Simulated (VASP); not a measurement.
Set up this calculation in VASP 6.6.1, as the native input.

| Quantity | Value |
| --- | --- |
| Task | single point |
| Functional | LDA |
| Potentials or basis | VASP PAW LDA potentials, release 64 (Mo_sv, S) |
| Cutoff | 520 eV |
| k mesh | 12 × 12 × 4 |
| Occupations | gaussian, width 0.02 eV |
| Spin | no spin polarisation |
| Dipole correction | no |
| Further INCAR settings | ALGO = Normal; EDIFF = 1e-06; NBANDS = 35 |

The structure of MoS2 lies in POSCAR:

```
MoS2
1.0
    3.1222247673      0.0000000000      0.0000000000
   -1.5611123837      2.7039259648      0.0000000000
    0.0000000000      0.0000000000     12.0770534761
Mo S
2 4
Direct
    0.6666666667      0.3333333333      0.2499663082
    0.3333333333      0.6666666667      0.7500336918
    0.3333333333      0.6666666667      0.3786496752
    0.6666666667      0.3333333333      0.8787167535
    0.3333333333      0.6666666667      0.1212832465
    0.6666666667      0.3333333333      0.6213503248
```

These files were run (other wordings do the same):

INCAR

```
PREC     = Accurate       # precision mode
ENCUT    = 520            # plane-wave cutoff, eV
EDIFF    = 1E-6           # SCF threshold, eV
ISMEAR   = 0              # smearing method
SIGMA    = 0.02           # smearing width, eV
LREAL    = F              # projectors in reciprocal space
LASPH    = T              # aspherical terms in the spheres
NELM     = 100            # most SCF steps
ALGO     = Normal         # electronic algorithm
ISIF     = 2              # what is computed and relaxed
LWAVE    = F              # write WAVECAR
LCHARG   = T              # write CHGCAR
GGA      = CA             # functional
LELF     = T              # ELF
LVHAR    = T            
NBANDS   = 35             # bands
```

KPOINTS

```
Automatic mesh
0
Gamma
  12 12 4
```

Potentials or basis: VASP PAW LDA potentials, release 64 (Mo_sv, S).

Command:

```console
$ cat potpaw_LDA.64/Mo_sv/POTCAR potpaw_LDA.64/S/POTCAR > POTCAR
$ mpirun -np 1 vasp_std > vasp.out
```

Results of the run:

```json
{"Pressure": "0.1 GPa", "Largest force": "0.017 eV/Å", "Band gap on the k mesh": "0.74 eV (least direct gap 1.77 eV)"}
```

It took 2.3 min on 1 thread of Intel(R) Xeon(R) Platinum 8488C (Sapphire Rapids) (shared host), peak memory 0.31 GiB.
